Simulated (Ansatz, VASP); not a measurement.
# Ir in VASP and in Ansatz

The input POSCAR:

```
Ir
1.0
    0.0000000000      2.0732760000      1.9197000000
    2.0732760000      0.0000000000      1.9197000000
    2.0732760000      2.0732760000      0.0000000000
Ir
1
Direct
    0.0000000000      0.0000000000      0.0000000000
```

The input INCAR.step1:

```
SYSTEM = Ir
ALGO = Normal ; EDIFF = 1E-4
ENCUT = 520 ; GGA = PE
ISMEAR = 0 ; LASPH = .TRUE.
LCHARG = .FALSE. ; LREAL = .FALSE.
LWAVE = .TRUE. ; NBANDS = 10
NELM = 80 ; PREC = Accurate
SIGMA = 0.15
```

Contents of INCAR.step2:

```
SYSTEM = Ir
ALGO = Normal ; EDIFF = 1E-6
ENCUT = 520 ; ISIF = 2
ISMEAR = 0 ; ISTART = 1
LASPH = .TRUE. ; LCHARG = .FALSE.
LMIXTAU = .TRUE. ; LREAL = .FALSE.
LWAVE = .FALSE. ; METAGGA = R2SCAN
NBANDS = 10 ; NELM = 80
PREC = Accurate ; SIGMA = 0.15
```

The input KPOINTS:

```
k-points
0
G
  22 22 22
  0 0 0
```

Input for Ansatz:

```yaml
crystal:
  lattice:
    - [0.0, 2.073276, 1.9197]
    - [2.073276, 0.0, 1.9197]
    - [2.073276, 2.073276, 0.0]
  atoms:
    - { symbol: Ir, position: [0.0, 0.0, 0.0] }
basis:
  ecutwfc: 500
kpoints:
  mp_grid: { grid: [22, 22, 22] }
hamiltonian:
  xc: r2scan
scf:
  occupations: { method: gaussian, width: 0.15 }
output:
  forces: true
  stress: true
  eigenvalues: true
```

Change from the starting cell: strain +0.080 along x and y, +0.000 along z, atoms carried along.

Alike in both runs: task single point; functional r2SCAN; k mesh 22 × 22 × 22; occupations gaussian, width 0.15 eV; no spin polarisation.

|  | VASP | Ansatz |
| --- | --- | --- |
| version | VASP 6.6.1 | Ansatz 0.2.0 |
| potentials or method | VASP PAW PBE potentials, release 64 (Ir), cutoff 520 eV | scalar-relativistic, plane waves, PAW |
| valence electrons in the cell | 9 | 17 |

|  | VASP | Ansatz | Ansatz less VASP |
| --- | --- | --- | --- |
| gap on the k mesh at the Fermi level (eV) | none | none | - |
| pressure (GPa) | -36.2 | -37.5 | -1.25 |
| traceless stress, the component that is largest in VASP (GPa) | 11.91 | 11.96 | +0.045 |

VASP's potentials were made for PBE, not for r2SCAN. A gap of «none» marks a metal or a gap that the smearing closes. Both programs put the cell under strong tension, so it lies far from rest at this level. VASP's potentials hold 9 valence electrons a cell and Ansatz's 17, so a difference there can come from the potentials and not from the codes.

Neither program's run includes spin-orbit coupling. Noted on VASP's run: the cell as given lies far from equilibrium.
